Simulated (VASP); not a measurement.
# BN (rocksalt type) (Fm-3m) in VASP: notebook

Runs on BN (rocksalt type). Level: PBE. Tasks: relaxation of cell and atoms, single point.

Program: VASP 6.6.1. These are calculated values, not measurements. Logs are shortened: lines on timing, memory, paths and dates and some standing lists are left out, and cuts for length are marked.

**1. The cell of the first run**

Symmetry: Fm-3m, No. 225, cubic system. Conventional cell: a = 3.111 Å, b = 3.111 Å, c = 3.111 Å, α = 90.00°, β = 90.00°, γ = 90.00°. B (site symmetry m-3m) has 6 N at 1.56 Å within 2.1 Å. N (site symmetry m-3m) has 6 B at 1.56 Å within 2.1 Å.

**2. Relaxation of cell and atoms, PBE, target pressure 270 GPa, at which the enthalpy is minimised**

Input file INCAR:

```
SYSTEM = BN
  PREC = Accurate
  ENCUT = 600
  EDIFF = 1E-7
  ISMEAR = -1
  SIGMA = 0.05
  LREAL = .False.
  LASPH = .True.
  NELM = 100
  ALGO = Normal
  ISIF = 3
  LWAVE = .False.
  LCHARG = .False.
  GGA = PE
  IBRION = 2
  NSW = 60
  EDIFFG = -0.005
  PSTRESS = 2700.0
```

Input file KPOINTS:

```
Automatic mesh
0
Gamma
  17 17 17
  0 0 0
```

Input file POSCAR:

```
BN
1.0
    0.0000000000      1.5553742367      1.5553742367
    1.5553742367      0.0000000000      1.5553742367
    1.5553742367      1.5553742367      0.0000000000
B N
1 1
Direct
    0.0000000000      0.0000000000      0.0000000000
    0.5000000000      0.5000000000      0.5000000000
```

Potentials or basis: VASP PAW PBE potentials, release 64 (B, N).

Started as:

```
$ cat potpaw_PBE.64/B/POTCAR potpaw_PBE.64/N/POTCAR > POTCAR
$ mpirun -np 1 vasp_std > vasp.out
```

OUTCAR:

```text
SYSTEM = BN
   PREC = Accurate
   ENCUT = 600
   EDIFF = 1E-7
   ISMEAR = -1
   LREAL = .False.
   LASPH = .True.
   NELM = 100
   ISIF = 3
   GGA = PE
   IBRION = 2
   NSW = 60
   EDIFFG = -0.005
   PSTRESS = 2700.0

 ion  position               nearest neighbor table
   1  0.000  0.000  0.000-   2 1.56   2 1.56   2 1.56   2 1.56   2 1.56   2 1.56
   2  0.500  0.500  0.500-   1 1.56   1 1.56   1 1.56   1 1.56   1 1.56   1 1.56

  LATTYP: Found a face centered cubic cell.
 ALAT       =     3.1107484734

  Lattice vectors:

 A1 = (   0.0000000000,   1.5553742367,   1.5553742367)
 A2 = (   1.5553742367,   0.0000000000,   1.5553742367)
 A3 = (   1.5553742367,   1.5553742367,   0.0000000000)

Analysis of symmetry for initial positions (statically):
=====================================================================
 Subroutine PRICEL returns:
 Original cell was already a primitive cell.

 Routine SETGRP: Setting up the symmetry group for a
 face centered cubic supercell.

 Subroutine GETGRP returns: Found 48 space group operations
 (whereof 48 operations were pure point group operations)
 out of a pool of 48 trial point group operations.

The static configuration has the point symmetry O_h .

Analysis of symmetry for dynamics (positions and initial velocities):
=====================================================================
 Subroutine PRICEL returns:
 Original cell was already a primitive cell.

 Routine SETGRP: Setting up the symmetry group for a
 face centered cubic supercell.

 Subroutine GETGRP returns: Found 48 space group operations
 (whereof 48 operations were pure point group operations)
 out of a pool of 48 trial point group operations.

The dynamic configuration has the point symmetry O_h .

 Subroutine INISYM returns: Found 48 space group operations
 (whereof 48 operations are pure point group operations),
 and found     1 'primitive' translations

----------------------------------------------------------------------------------------

                                     Primitive cell

  volume of cell :       7.5255

  direct lattice vectors                    reciprocal lattice vectors
     0.000000000  1.555374237  1.555374237    -0.321466042  0.321466042  0.321466042
     1.555374237  0.000000000  1.555374237     0.321466042 -0.321466042  0.321466042
     1.555374237  1.555374237  0.000000000     0.321466042  0.321466042 -0.321466042

  length of vectors
     2.199631340  2.199631340  2.199631340     0.556795518  0.556795518  0.556795518

  position of ions in fractional coordinates (direct lattice)
     0.000000000  0.000000000  0.000000000
     0.500000000  0.500000000  0.500000000

  ion indices of the primitive-cell ions
   primitive index   ion index
                 1           1
                 2           2

----------------------------------------------------------------------------------------

 KPOINTS: Automatic mesh

Automatic generation of k-mesh.
 Grid dimensions read from file:
 generate k-points for:   17   17   17

 Generating k-lattice:

  Cartesian coordinates                     Fractional coordinates (reciprocal lattice)
    -0.018909767  0.018909767  0.018909767     0.058823529  0.000000000  0.000000000
     0.018909767 -0.018909767  0.018909767     0.000000000  0.058823529  0.000000000
     0.018909767  0.018909767 -0.018909767     0.000000000  0.000000000  0.058823529

  Length of vectors
     0.032752678  0.032752678  0.032752678

  Shift w.r.t. Gamma in fractional coordinates (k-lattice)
     0.000000000  0.000000000  0.000000000

 Subroutine IBZKPT returns following result:
 ===========================================

 Found    165 irreducible k-points:

 Following reciprocal coordinates:
            Coordinates               Weight
  0.000000  0.000000  0.000000      1.000000
  0.058824  0.000000  0.000000      8.000000
  0.117647  0.000000  0.000000      8.000000
  0.176471  0.000000  0.000000      8.000000
  0.235294  0.000000  0.000000      8.000000
  0.294118  0.000000  0.000000      8.000000
[... 16 lines left out ...]
 -0.176471  0.058824  0.000000     24.000000
 -0.117647  0.058824  0.000000     24.000000
 [... further k-points ...]
   k-points           NKPTS =    165   k-points in BZ     NKDIM =    165   number of bands    NBANDS=      8
   number of dos      NEDOS =    301   number of ions     NIONS =      2
   total plane-waves  NPLWV =   5832
   dimension x,y,z NGX =    18 NGY =   18 NGZ =   18
   dimension x,y,z NGXF=    36 NGYF=   36 NGZF=   36
   ions per type =               1   1
   NGX,Y,Z   is equivalent  to a cutoff of  13.60, 13.60, 13.60 a.u.
   NGXF,Y,Z  is equivalent  to a cutoff of  27.21, 27.21, 27.21 a.u.
 SYSTEM =  BN
   PREC   = accura    normal or accurate (medium, high low for compatibility)
   ISTART =      0    job   : 0-new  1-cont  2-samecut
   ICHARG =      2    charge: 1-file 2-atom 10-const
   ISPIN  =      1    spin polarized calculation?
   LNONCOLLINEAR =      F non collinear calculations
   LSORBIT =      F    spin-orbit coupling
   LASPH  =      T    aspherical Exc in radial PAW
   ENCUT  =  600.0 eV  44.10 Ry    6.64 a.u.   4.39  4.39  4.39*2*pi/ulx,y,z
   NELM   =    100;   NELMIN=  2; NELMDL= -5     # of ELM steps
   EDIFF  = 0.1E-06   stopping-criterion for ELM
   LREAL  =      F    real-space projection
   EDIFFG = -.5E-02   stopping-criterion for IOM
   NSW    =     60    number of steps for IOM
   IBRION =      2    ionic relax: 0-MD 1-quasi-New 2-CG
   NFREE  =      1    steps in history (QN), initial steepest desc. (CG)
   ISIF   =      3    stress and relaxation
   ISYM   =      2    0-nonsym 1-usesym 2-fastsym
   POTIM  = 0.5000    time-step for ionic-motion
   TEBEG  =    0.0;   TEEND  =   0.0 temperature during run
   PSTRESS= 2700.0 pullay stress
   NELECT =       8.0000    total number of electrons
   NUPDOWN=      -1.0000    fix difference up-down
   EMIN   =  10.00;   EMAX   =-10.00  energy-range for DOS
   EFERMI =   0.00;   METHOD = LEGACY
   ISMEAR =    -1;   SIGMA  =   0.05  broadening in eV -4-tet -1-fermi 0-gaus
   EFERMI_NEDOS =   21; number of points for ismear=-14 and -15
   IALGO  =     38    algorithm
   IMIX   =      4    mixing-type and parameters
     AMIX     =   0.40;   BMIX     =  1.00
     AMIX_MAG =   1.60;   BMIX_MAG =  1.00
  volume/ion in A,a.u.               =       3.76        25.39
  Fermi-wavevector in a.u.,A,eV,Ry     =   1.670808  3.157370 37.982024  2.791600
  Thomas-Fermi vector in A             =   2.756241
   LORBIT       =      0    0 simple, 1 ext, 2 COOP (PROOUT), +10 PAW based schemes
   GGA     = PE    functional components
   LHFCALC =     F    Hartree Fock is set to
   AEXX    =    0.0000 exact exchange contribution
   IVDW    =     0    specifies the selected vdW correction
   LEPSILON=     F    determine dielectric tensor
   LRPA    =     F    only Hartree local field effects (RPA)
 conjugate gradient relaxation of ions
 non-spin polarized calculation
  energy-cutoff  :      600.00
  volume of cell :        7.53
 maximum number of plane-waves:       265
 NGX is ok and might be reduce to    18
   NGX =  9   NGY =  9   NGZ =  9

--------------------------------------- Ionic step        1  -------------------------------------------

 number of electron       8.0000002 magnetization

 Free energy of the ion-electron system (eV)
  ---------------------------------------------------
  ext. energy  EPLUGINS =         0.00000000
  ---------------------------------------------------
  free energy    TOTEN  =       -11.91619054 eV

  energy without entropy =      -11.91619054  energy(sigma->0) =      -11.91619054

------------------------ aborting loop because EDIFF is reached ----------------------------------------

  FORCE on cell =-STRESS in cart. coord.  units (eV):
  Direction    XX          YY          ZZ          XY          YZ          ZX
  --------------------------------------------------------------------------------------
  -------------------------------------------------------------------------------------
  Total       12.5428824     12.5428824     12.5428824     -0.0000000     -0.0000000     -0.0000000
  in kB     2670.3810330   2670.3810330   2670.3810330     -0.0000000     -0.0000000     -0.0000000
  external PRESSURE =     -29.6189670 kB  Pullay stress =    2700.0000000 kB
[... 61 lines left out ...]
  enthalpy is  TOTEN    =         0.7673809108 eV   P V=       12.5547572567

--------------------------------------- Ionic step        3  -------------------------------------------

 number of electron       8.0000002 magnetization

 Free energy of the ion-electron system (eV)
  ---------------------------------------------------
  ext. energy  EPLUGINS =         0.00000000
  ---------------------------------------------------
  free energy    TOTEN  =       -11.88616486 eV

  energy without entropy =      -11.88616486  energy(sigma->0) =      -11.88616486

 E-fermi :  17.2081     XC(G=0): -15.5884

 val. band max:       16.1266747819   @ k =  -0.1765   0.1765   0.0000
 cond. band min:      20.4532018806   @ k =   0.4706   0.4706   0.0000
 fundamental gap:      4.3265270987
 Fermi energy:        17.2081280884

 k-point     1 :       0.0000    0.0000    0.0000
  band No.  band energies     occupation
      1     -11.8647      2.00000
      2      14.9969      2.00000
      3      14.9969      2.00000
      4      14.9969      2.00000
      5      32.1561      0.00000
      6      32.1561      0.00000
      7      32.1561      0.00000
      8      34.2308      0.00000
[... 243 lines left out ...]
 k-point    24 :      -0.1176    0.0588    0.0000
  band No.  band energies     occupation
      1     -11.0959      2.00000
      2      12.4316      2.00000
      3      13.8512      2.00000
      4      15.4604      2.00000
      5      28.3760      0.00000
      6      29.7746      0.00000
      7      31.3162      0.00000
      8      35.0648      0.00000

 [... further k-points ...]
[... 5 lines left out ...]
  --------------------------------------------------------------------------------------
  -------------------------------------------------------------------------------------
  Total       12.6520058     12.6520058     12.6520058     -0.0000000      0.0000000     -0.0000000
  in kB     2700.0415175   2700.0415175   2700.0415175     -0.0000000      0.0000000     -0.0000000
  external PRESSURE =       0.0415175 kB  Pullay stress =    2700.0000000 kB
[... 17 lines left out ...]
  FREE ENERGIE OF THE ION-ELECTRON SYSTEM (eV)
  ---------------------------------------------------
  free  energy   TOTEN  =       -11.8861648588 eV

  energy  without entropy=      -11.8861648588  energy(sigma->0) =      -11.88616486

  enthalpy is  TOTEN    =         0.7656463850 eV   P V=       12.6518112439

 reached required accuracy - stopping structural energy minimisation
```

It took 16 s on 1 thread of Intel Xeon Platinum 8488C (Sapphire Rapids), shared host; peak memory 0.12 GiB.

What came out:

```
Free energy                                            : -11.8862 eV
Relaxed volume                                         : 3.75 Å³/atom
Relaxed cell                                           : a = 2.198 Å, b = 2.198 Å, c = 2.198 Å, α = 60.00°, β = 60.00°, γ = 60.00°
Space group after relaxing (to 0.05 Å)                 : Fm-3m (No. 225)
Energy change on relaxing (the enthalpy is what falls) : +15.0 meV/atom
Ionic steps                                            : 3
Pressure after relaxing                                : 270.0 GPa
Band gap on the k mesh                                 : 4.33 eV, indirect (least direct gap 7.20 eV)
```

The path:
```tsv
step	energy change (eV)	largest force (eV/Å)	pressure (GPa)	volume (Å³)
1	0.0000	0.0000	267.04	7.53
2	0.1288	0.0000	279.72	7.45
3	0.0300	0.0000	270.00	7.51
```

Final structure:
```yaml
crystal:
  lattice:
    - [0.00000, 1.55414, 1.55414]
    - [1.55414, 0.00000, 1.55414]
    - [1.55414, 1.55414, 0.00000]
  atoms:
    - { symbol: B, position: [0.00000, 0.00000, 0.00000] }
    - { symbol: N, position: [0.50000, 0.50000, 0.50000] }
```

Levels at points of the mesh, in eV from the valence-band top:
```csv
k point,band 1,band 2,band 3,band 4,band 5,band 6,band 7,band 8
"(0.00, 0.00, 0.00)",-27.99,-1.13,-1.13,-1.13,16.03,16.03,16.03,18.10
```

Caveat: the cell is relaxed towards a set pressure, so the enthalpy falls and the energy may rise. A k mesh can miss the band edges.

**3. Relaxation of cell and atoms, PBE, target pressure 270 GPa, at which the enthalpy is minimised**

This run uses another cell than the first one, of 3.75 Å³/atom, 0.996 times its volume.

Input file INCAR:

```
SYSTEM = BN
PREC = Accurate
ENCUT = 600
EDIFF = 1E-7
ISMEAR = -1
SIGMA = 0.05
LREAL = .FALSE.
LASPH = .TRUE.
NELM = 60
ALGO = Normal
ISIF = 3
LWAVE = .FALSE.
LCHARG = .FALSE.
GGA = PE
IBRION = 2
NSW = 32
EDIFFG = -0.005
PSTRESS = 2700.0
```

Input file KPOINTS:

```
regular mesh
0
G
  17 17 17
  0 0 0
```

Input file POSCAR:

```
BN
1.0
    0.0000000000      1.5535123011      1.5535123011
    1.5535123011      0.0000000000      1.5535123011
    1.5535123011      1.5535123011      0.0000000000
B N
1 1
Direct
    0.0000000000      0.0000000000      0.0000000000
    0.5000000000      0.5000000000      0.5000000000
```

Potentials or basis: VASP PAW PBE potentials, release 64 (B, N).

Started as:

```
$ cat potpaw_PBE.64/B/POTCAR potpaw_PBE.64/N/POTCAR > POTCAR
$ mpirun -np 1 vasp_std > vasp.out
```

Wall time 16 s (1 thread of Intel Xeon Platinum 8488C (Sapphire Rapids), shared host); peak memory 0.12 GiB.

The run converged. Its results:

* Free energy: -11.8860 eV
* Relaxed volume: 3.75 Å³/atom
* Relaxed cell: a = 2.198 Å, b = 2.198 Å, c = 2.198 Å, α = 60.00°, β = 60.00°, γ = 60.00°
* Space group after relaxing (to 0.05 Å): Fm-3m (No. 225)
* Energy change on relaxing (the enthalpy is what falls): -7.6 meV/atom
* Ionic steps: 3
* Pressure after relaxing: 270.0 GPa
* Band gap on the k mesh: 4.33 eV, indirect (least direct gap 7.20 eV)

The path:
```
step  energy change (eV)  largest force (eV/Å)  pressure (GPa)  volume (Å³)
   1              0.0000                0.0000          271.52         7.50
   2             -0.0646                0.0000          265.14         7.54
   3             -0.0153                0.0000          270.01         7.51
```

Final structure:
```
B N
1.0
     0.00000    1.55414    1.55414
     1.55414    0.00000    1.55414
     1.55414    1.55414    0.00000
B N
1 1
Direct
  0.00000 0.00000 0.00000
  0.50000 0.50000 0.50000
```

Levels at points of the mesh, in eV from the valence-band top:
```csv
k point,band 1,band 2,band 3,band 4,band 5,band 6,band 7,band 8
"(0.00, 0.00, 0.00)",-27.99,-1.13,-1.13,-1.13,16.03,16.03,16.03,18.10
```

Caveat: the cell is relaxed towards a set pressure, so the enthalpy falls and the energy may rise. A k mesh can miss the band edges.

**4. Relaxation of cell and atoms, PBE**

This run uses another cell than the first one, of 10.00 Å³/atom, 2.658 times its volume.

Input file INCAR:

```
PREC = Accurate ; ENCUT = 600
EDIFF = 1E-6 ; ISMEAR = -1
SIGMA = 0.05 ; LREAL = False
LASPH = True ; NELM = 100
ALGO = Normal ; ISIF = 3
LWAVE = False ; LCHARG = False
GGA = PE ; IBRION = 2
NSW = 60 ; EDIFFG = -0.005
```

Input file KPOINTS:

```
Automatic mesh
0
Gamma
  16 16 16
```

Input file POSCAR:

```
BN
1.0
    0.0000000000      2.1544346900      2.1544346900
    2.1544346900      0.0000000000      2.1544346900
    2.1544346900      2.1544346900      0.0000000000
B N
1 1
Direct
    0.0000000000      0.0000000000      0.0000000000
    0.5000000000      0.5000000000      0.5000000000
```

Started as:

```
$ cat potpaw_PBE.64/B/POTCAR potpaw_PBE.64/N/POTCAR > POTCAR
$ mpirun -np 1 vasp_std > vasp.out
```

It took 49 s on 1 thread of Intel Xeon Platinum 8488C (Sapphire Rapids), shared host; peak memory 0.15 GiB.

It converged, with:

```yaml
Free_energy: -13.9648 eV
Relaxed_volume: 5.38 Å³/atom
Relaxed_cell: a = 2.478 Å, b = 2.478 Å, c = 2.478 Å, α = 60.00°, β = 60.00°, γ = 60.00°
Space_group_after_relaxing_to_0.05_Å: Fm-3m (No. 225)
Energy_gained_by_relaxing: 1563.0 meV/atom
Ionic_steps: 19
Pressure_after_relaxing: -0.1 GPa
Band_gap_on_the_k_mesh: 1.17 eV, indirect (least direct gap 5.81 eV)
```

Step by step:
| step | energy change (eV) | largest force (eV/Å) | pressure (GPa) | volume (Å³) |
| --- | --- | --- | --- | --- |
| 1 | 0.0000 | 0.0000 | -60.75 | 20.00 |
| 2 | -3.1235 | 0.0000 | -5.20 | 10.91 |
| 3 | -3.1260 | 0.0000 | -0.22 | 10.76 |
| 4 | -3.1260 | 0.0000 | -0.23 | 10.76 |
| 5 | -3.1260 | 0.0000 | -0.22 | 10.76 |
| 6 | -3.1260 | 0.0000 | -0.22 | 10.76 |
| 7 | -3.1260 | 0.0000 | -0.22 | 10.76 |
| 8 | -3.1260 | 0.0000 | -0.22 | 10.76 |
| 9 | -3.1260 | 0.0000 | -0.22 | 10.76 |
| 10 | -3.1260 | 0.0000 | -0.22 | 10.76 |
| 11 | -3.1260 | 0.0000 | -0.22 | 10.76 |
| 12 | -3.1260 | 0.0000 | -0.22 | 10.76 |
| 13 | -3.1260 | 0.0000 | -0.22 | 10.76 |
| 14 | -3.1260 | 0.0000 | -0.22 | 10.76 |
| 15 | -3.1260 | 0.0000 | -0.22 | 10.76 |
| 16 | -3.1260 | 0.0000 | -0.21 | 10.76 |
| 17 | -3.1260 | 0.0000 | -0.19 | 10.76 |
| 18 | -3.1260 | 0.0000 | -0.16 | 10.76 |
| 19 | -3.1260 | 0.0000 | -0.09 | 10.76 |

Final structure:
```
B N
1.0
     0.00000    1.75225    1.75225
     1.75225    0.00000    1.75225
     1.75225    1.75225    0.00000
B N
1 1
Direct
  0.00000 0.00000 0.00000
  0.50000 0.50000 0.50000
```

Levels at points of the mesh, in eV from the valence-band top:
| k point | band 1 | band 2 | band 3 | band 4 | band 5 | band 6 | band 7 | band 8 |
| --- | --- | --- | --- | --- | --- | --- | --- | --- |
| (0.00, 0.00, 0.00) | -22.36 | -0.87 | -0.87 | -0.87 | 9.00 | 11.98 | 11.98 | 11.98 |
| (0.50, 0.00, 0.00) | -17.21 | -12.49 | -0.63 | -0.63 | 5.18 | 5.18 | 7.16 | 13.54 |
| (0.50, 0.50, 0.00) | -14.44 | -11.78 | -5.58 | -5.58 | 1.17 | 8.84 | 14.51 | 14.51 |

Caveat: the volume moved by over 15 % at a fixed basis, so the end points are rough. A k mesh can miss the band edges.

(Part 1 of 2 ends here.)
